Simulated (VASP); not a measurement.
# SnO: single point with PBE

Crystal: SnO.

```
CELL_PARAMETERS angstrom
4.08935 0.00000 0.00000
-2.04467 3.54148 0.00000
0.00000 0.00000 5.12411
ATOMIC_POSITIONS crystal
Sn 0.33333 0.66667 0.25000
Sn 0.66667 0.33333 0.75000
O 0.66667 0.33333 0.25000
O 0.33333 0.66667 0.75000
```

This cell differs from its parent crystal: volume changed by -6%.

```json
{"Program": "VASP 6.6.1", "Task": "single point", "Functional": "PBE", "Potentials or basis": "VASP PAW PBE potentials, release 64 (Sn_d, O)", "Cutoff": "520 eV", "k mesh": "6 × 6 × 4", "Occupations": "gaussian, width 0.01 eV", "Spin": "no spin polarisation", "Dipole correction": "no", "Further INCAR settings": "ALGO = Normal; EDIFF = 1e-06; NBANDS = 28"}
```

The pressure is 5.0 GPa and the band gap on the k mesh is 0.34 eV, direct.

Stress tensor (GPa, compression positive):
```
5.15 0.00 0.00
0.00 5.15 0.00
0.00 0.00 4.82
```

Levels at points of the mesh, in eV from the valence-band top:
```tsv
k point	band 16	band 17	band 18	band 19	band 20	band 21	band 22	band 23	band 24	band 25
(0.00, 0.00, 0.00)	-4.97	-4.57	-4.08	-4.08	-3.84	3.05	3.11	3.11	3.98	3.98
(0.50, 0.00, 0.00)	-5.73	-4.74	-4.44	-1.96	-1.87	0.86	3.31	3.31	3.80	4.33
(0.00, 0.00, 0.50)	-4.49	-4.49	-4.49	-2.22	-2.22	2.58	2.58	3.17	3.17	3.17
(0.50, 0.00, 0.50)	-5.12	-4.13	-4.13	-1.15	-1.15	0.73	0.73	3.19	3.19	4.51
```

Wall time 24 s on 1 thread of AMD EPYC 9R45 96-Core Processor (Zen 5) (shared host), peak memory 0.17 GiB.

Caveat: spin-orbit coupling is left out, which moves the levels of the heavy elements. A k mesh can miss the band edges.
